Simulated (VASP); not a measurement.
# Ag (P6_3/mmc) in VASP: notebook, part 2 of 2

VASP 6.6.1. Earlier steps stand in the parts before.

**3. Single point, PBE (volume scaled by 0.92)**

INCAR

```
  PREC = Accurate
  ENCUT = 520
  EDIFF = 1E-7
  ISMEAR = -1
  SIGMA = 0.1
  LREAL = False
  LASPH = True
  NELM = 60
  ALGO = Normal
  ISIF = 2
  LWAVE = False
  LCHARG = False
  GGA = PE
  NBANDS = 18
```

KPOINTS

```
Automatic mesh
0
Gamma
  14 14 8
```

POSCAR

```
Ag
1.0
    2.8644456006      0.0000000000      0.0000000000
   -1.4322228003      2.4806826578      0.0000000000
    0.0000000000      0.0000000000      4.6385741651
Ag
2
Direct
    0.3333333333      0.6666666667      0.2500000000
    0.6666666667      0.3333333333      0.7500000000
```

Potentials or basis: VASP PAW PBE potentials, release 64 (Ag).

Started as:

```sh
$ cat potpaw_PBE.64/Ag/POTCAR > POTCAR
$ mpirun -np 1 vasp_std > vasp.out
```

OUTCAR:

```text
PREC = Accurate
   ENCUT = 520
   EDIFF = 1E-7
   ISMEAR = -1
   LREAL = False
   LASPH = True
   NELM = 60
   ISIF = 2
   GGA = PE

 ion  position               nearest neighbor table
   1  0.333  0.667  0.250-   2 2.85   2 2.85   2 2.85   2 2.85   2 2.85   2 2.85
   2  0.667  0.333  0.750-   1 2.85   1 2.85   1 2.85   1 2.85   1 2.85   1 2.85

  LATTYP: Found a hexagonal cell.
 ALAT       =     2.8644456006
 C/A-ratio  =     1.6193619331

  Lattice vectors:

 A1 = (   2.8644456006,   0.0000000000,   0.0000000000)
 A2 = (  -1.4322228003,   2.4806826578,   0.0000000000)
 A3 = (   0.0000000000,   0.0000000000,   4.6385741651)

Analysis of symmetry for initial positions (statically):
=====================================================================
 Subroutine PRICEL returns:
 Original cell was already a primitive cell.

 Routine SETGRP: Setting up the symmetry group for a
 hexagonal supercell.

 Subroutine GETGRP returns: Found 24 space group operations
 (whereof 12 operations were pure point group operations)
 out of a pool of 24 trial point group operations.

The static configuration has the point symmetry D_3d.
 The point group associated with its full space group is D_6h.

Analysis of symmetry for dynamics (positions and initial velocities):
=====================================================================
 Subroutine PRICEL returns:
 Original cell was already a primitive cell.

 Routine SETGRP: Setting up the symmetry group for a
 hexagonal supercell.

 Subroutine GETGRP returns: Found 24 space group operations
 (whereof 12 operations were pure point group operations)
 out of a pool of 24 trial point group operations.

The dynamic configuration has the point symmetry D_3d.
 The point group associated with its full space group is D_6h.

 Subroutine INISYM returns: Found 24 space group operations
 (whereof 12 operations are pure point group operations),
 and found     1 'primitive' translations

----------------------------------------------------------------------------------------

                                     Primitive cell

  volume of cell :      32.9607

  direct lattice vectors                    reciprocal lattice vectors
     2.864445601  0.000000000  0.000000000     0.349107695  0.201557421  0.000000000
    -1.432222800  2.480682658  0.000000000     0.000000000  0.403114843  0.000000000
     0.000000000  0.000000000  4.638574165     0.000000000  0.000000000  0.215583488

  length of vectors
     2.864445601  2.864445601  4.638574165     0.403114843  0.403114843  0.215583488

  position of ions in fractional coordinates (direct lattice)
     0.333333333  0.666666667  0.250000000
     0.666666667  0.333333333  0.750000000

  ion indices of the primitive-cell ions
   primitive index   ion index
                 1           1
                 2           2

----------------------------------------------------------------------------------------

 KPOINTS: Automatic mesh

Automatic generation of k-mesh.
 Grid dimensions read from file:
 generate k-points for:   14   14    8

 Generating k-lattice:

  Cartesian coordinates                     Fractional coordinates (reciprocal lattice)
     0.024936264  0.014396959  0.000000000     0.071428571  0.000000000  0.000000000
     0.000000000  0.028793917  0.000000000     0.000000000  0.071428571  0.000000000
     0.000000000  0.000000000  0.026947936     0.000000000  0.000000000  0.125000000

  Length of vectors
     0.028793917  0.028793917  0.026947936

  Shift w.r.t. Gamma in fractional coordinates (k-lattice)
     0.000000000  0.000000000  0.000000000

 Subroutine IBZKPT returns following result:
 ===========================================

 Found    120 irreducible k-points:

 Following reciprocal coordinates:
            Coordinates               Weight
  0.000000  0.000000  0.000000      1.000000
  0.071429  0.000000  0.000000      6.000000
  0.142857  0.000000  0.000000      6.000000
  0.214286  0.000000  0.000000      6.000000
  0.285714  0.000000  0.000000      6.000000
  0.357143 -0.000000  0.000000      6.000000
[... 16 lines left out ...]
  0.285714  0.285714  0.000000      6.000000
  0.357143  0.285714  0.000000      6.000000
 [... further k-points ...]
   k-points           NKPTS =    120   k-points in BZ     NKDIM =    120   number of bands    NBANDS=     18
   number of dos      NEDOS =    301   number of ions     NIONS =      2
   total plane-waves  NPLWV =  20736
   dimension x,y,z NGX =    24 NGY =   24 NGZ =   36
   dimension x,y,z NGXF=    48 NGYF=   48 NGZF=   72
   ions per type =               2
   NGX,Y,Z   is equivalent  to a cutoff of  13.93, 13.93, 12.90 a.u.
   NGXF,Y,Z  is equivalent  to a cutoff of  27.86, 27.86, 25.80 a.u.
 SYSTEM =  unknown system
   PREC   = accura    normal or accurate (medium, high low for compatibility)
   ISTART =      0    job   : 0-new  1-cont  2-samecut
   ICHARG =      2    charge: 1-file 2-atom 10-const
   ISPIN  =      1    spin polarized calculation?
   LNONCOLLINEAR =      F non collinear calculations
   LSORBIT =      F    spin-orbit coupling
   LASPH  =      T    aspherical Exc in radial PAW
   ENCUT  =  520.0 eV  38.22 Ry    6.18 a.u.   5.33  5.33  8.62*2*pi/ulx,y,z
   NELM   =     60;   NELMIN=  2; NELMDL= -5     # of ELM steps
   EDIFF  = 0.1E-06   stopping-criterion for ELM
   LREAL  =      F    real-space projection
   EDIFFG = 0.1E-05   stopping-criterion for IOM
   NSW    =      0    number of steps for IOM
   IBRION =     -1    ionic relax: 0-MD 1-quasi-New 2-CG
   NFREE  =      0    steps in history (QN), initial steepest desc. (CG)
   ISIF   =      2    stress and relaxation
   ISYM   =      2    0-nonsym 1-usesym 2-fastsym
   POTIM  = 0.5000    time-step for ionic-motion
   TEBEG  =    0.0;   TEEND  =   0.0 temperature during run
   PSTRESS=    0.0 pullay stress
   NELECT =      22.0000    total number of electrons
   NUPDOWN=      -1.0000    fix difference up-down
   EMIN   =  10.00;   EMAX   =-10.00  energy-range for DOS
   EFERMI =   0.00;   METHOD = LEGACY
   ISMEAR =    -1;   SIGMA  =   0.10  broadening in eV -4-tet -1-fermi 0-gaus
   EFERMI_NEDOS =   21; number of points for ismear=-14 and -15
   IALGO  =     38    algorithm
   IMIX   =      4    mixing-type and parameters
     AMIX     =   0.40;   BMIX     =  1.00
     AMIX_MAG =   1.60;   BMIX_MAG =  1.00
  volume/ion in A,a.u.               =      16.48       111.21
  Fermi-wavevector in a.u.,A,eV,Ry     =   1.430706  2.703642 27.850019  2.046919
  Thomas-Fermi vector in A             =   2.550522
   LORBIT       =      0    0 simple, 1 ext, 2 COOP (PROOUT), +10 PAW based schemes
   GGA     = PE    functional components
   LHFCALC =     F    Hartree Fock is set to
   AEXX    =    0.0000 exact exchange contribution
   IVDW    =     0    specifies the selected vdW correction
   LEPSILON=     F    determine dielectric tensor
   LRPA    =     F    only Hartree local field effects (RPA)
 non-spin polarized calculation
  energy-cutoff  :      520.00
  volume of cell :       32.96
 maximum number of plane-waves:       905
 NGX is ok and might be reduce to    24
   NGX = 11   NGY = 11   NGZ = 17

 number of electron      21.9999995 magnetization

 Free energy of the ion-electron system (eV)
  ---------------------------------------------------
  ext. energy  EPLUGINS =         0.00000000
  ---------------------------------------------------
  free energy    TOTEN  =        -5.35975422 eV

  energy without entropy =       -5.34053269  energy(sigma->0) =       -5.35014346

 E-fermi :   8.8820     XC(G=0): -12.4127

 val. band max:        8.8287123295   @ k =   0.0714   0.0714   0.1250
 cond. band min:       8.9375636298   @ k =   0.0714   0.0000   0.0000
 fundamental gap:      0.1088513003
 Fermi energy:         8.8819657265

 k-point     1 :       0.0000    0.0000    0.0000
  band No.  band energies     occupation
      1       0.8905      2.00000
      2       2.3000      2.00000
      3       4.0124      2.00000
      4       4.0751      2.00000
      5       4.0751      2.00000
      6       4.3381      2.00000
[... 10 lines left out ...]
     17      27.4705      0.00000
     18      27.4705      0.00000

 k-point     2 :       0.0714    0.0000    0.0000
  band No.  band energies     occupation
      1       1.0349      2.00000
      2       2.3844      2.00000
      3       3.8912      2.00000
      4       4.1538      2.00000
      5       4.1886      2.00000
      6       4.3099      2.00000
[... 10 lines left out ...]
     17      26.9140      0.00000
     18      27.7052      0.00000
[... 442 lines left out ...]
 k-point    24 :       0.3571    0.2857    0.0000
  band No.  band energies     occupation
      1       2.7549      2.00000
      2       3.2446      2.00000
      3       3.3190      2.00000
      4       3.8197      2.00000
      5       3.9356      2.00000
      6       4.0727      2.00000
[... 10 lines left out ...]
     17      19.7951      0.00000
     18      20.8547      0.00000

 [... further k-points ...]
[... 5 lines left out ...]
  --------------------------------------------------------------------------------------
  -------------------------------------------------------------------------------------
  Total        1.8276143      1.8276143      2.0594602      0.0000000     -0.0000000      0.0000000
  in kB       88.8380151     88.8380151    100.1077500      0.0000000     -0.0000000      0.0000000
  external PRESSURE =      92.5945934 kB  Pullay stress =       0.0000000 kB

 VOLUME and BASIS-vectors are now :
 -----------------------------------------------------------------------------
  energy-cutoff  :      520.00
  volume of cell :       32.96
      direct lattice vectors                 reciprocal lattice vectors
     2.864445601  0.000000000  0.000000000     0.349107695  0.201557421  0.000000000
    -1.432222800  2.480682658  0.000000000     0.000000000  0.403114843  0.000000000
     0.000000000  0.000000000  4.638574165     0.000000000  0.000000000  0.215583488

 POSITION                                       TOTAL-FORCE (eV/Angst)
 -----------------------------------------------------------------------------------
     -0.00000      1.65379      1.15964        -0.000000      0.000000      0.000000
      1.43222      0.82689      3.47893         0.000000     -0.000000      0.000000
 -----------------------------------------------------------------------------------
    total drift:                               -0.000000      0.000000     -0.000000

  FREE ENERGIE OF THE ION-ELECTRON SYSTEM (eV)
  ---------------------------------------------------
  free  energy   TOTEN  =        -5.3597542227 eV

  energy  without entropy=       -5.3405326909  energy(sigma->0) =       -5.35014346
```

Run time: 29 s. Hardware: 1 thread of Intel Xeon Platinum 8488C (Sapphire Rapids), shared host; peak memory 0.19 GiB.

Results:

```
Free energy            : -5.3598 eV
Pressure               : 9.3 GPa
Band gap on the k mesh : zero (band 11 reaches 12.64 eV, above the bottom of band 12 at 5.44 eV)
```

Levels at points of the mesh, in eV from the Fermi level:
```tsv
k point	band 9	band 10	band 11	band 12	band 13	band 14
(0.00, 0.00, 0.00)	-4.21	-3.11	-3.11	-0.40	3.94	15.71
(0.50, 0.00, 0.00)	-2.89	-2.83	0.10	1.63	7.14	7.38
(0.00, 0.00, 0.50)	-3.44	-3.44	-3.44	-3.44	11.63	11.63
(0.50, 0.00, 0.50)	-2.89	-2.89	0.74	0.74	4.81	4.81
```

**4. Single point, PBE (volume scaled by 0.96)**

INCAR

```
PREC = Accurate ; ENCUT = 520
EDIFF = 1E-7 ; ISMEAR = -1
SIGMA = 0.1 ; LREAL = F
LASPH = T ; NELM = 100
ALGO = Normal ; ISIF = 2
LWAVE = F ; LCHARG = F
GGA = PE ; NBANDS = 18
```

KPOINTS is that of step 3.

POSCAR

```
Ag
1.0
    2.9053717813      0.0000000000      0.0000000000
   -1.4526858907      2.5161257701      0.0000000000
    0.0000000000      0.0000000000      4.7048484643
Ag
2
Direct
    0.3333333333      0.6666666667      0.2500000000
    0.6666666667      0.3333333333      0.7500000000
```

Started as:

```sh
$ cat potpaw_PBE.64/Ag/POTCAR > POTCAR
$ mpirun -np 1 vasp_std > vasp.out
```

Wall time 26 s (1 thread of Intel Xeon Platinum 8488C (Sapphire Rapids), shared host); peak memory 0.19 GiB.

The run converged. Its results:

```yaml
Free_energy: -5.4184 eV
Pressure: 3.9 GPa
Band_gap_on_the_k_mesh: zero (band 11 reaches 11.94 eV, above the bottom of band 12 at 4.90 eV)
```

Stress tensor (GPa, compression positive):
```
3.62 0.00 0.00
0.00 3.62 0.00
0.00 0.00 4.49
```

Levels at points of the mesh, in eV from the Fermi level:
```
           k point  band 8  band 9  band 10  band 11  band 12  band 13  band 14  band 15
(0.00, 0.00, 0.00)   -4.11   -4.11    -3.08    -3.08    -0.29     3.69    15.59    17.73
(0.50, 0.00, 0.00)   -2.97   -2.88    -2.83     0.11     1.52     6.94     7.18     9.41
(0.00, 0.00, 0.50)   -4.48   -3.39    -3.39    -3.39    -3.39    11.29    11.29    15.95
(0.50, 0.00, 0.50)   -3.13   -2.88    -2.88     0.79     0.79     4.55     4.55    13.52
```

**5. Summary**

```tsv
cell	gap on the mesh (eV)	pressure (GPa)
a = 2.822, b = 2.822, c = 4.570 Å, angles 90.0, 90.0, 120.0°, 2 atoms	none	16.3
a = 2.864, b = 2.864, c = 4.639 Å, angles 90.0, 90.0, 120.0°, 2 atoms	none	9.3
a = 2.905, b = 2.905, c = 4.705 Å, angles 90.0, 90.0, 120.0°, 2 atoms	none	3.9
```

Alike in all rows: task single point; level PBE; potentials or basis VASP PAW PBE potentials, release 64 (Ag); no spin polarisation; k mesh 14 × 14 × 8; cutoff (eV) 520; smearing fermi-dirac 0.1 eV.

Absolute energies hang on the potentials; compare differences alone.
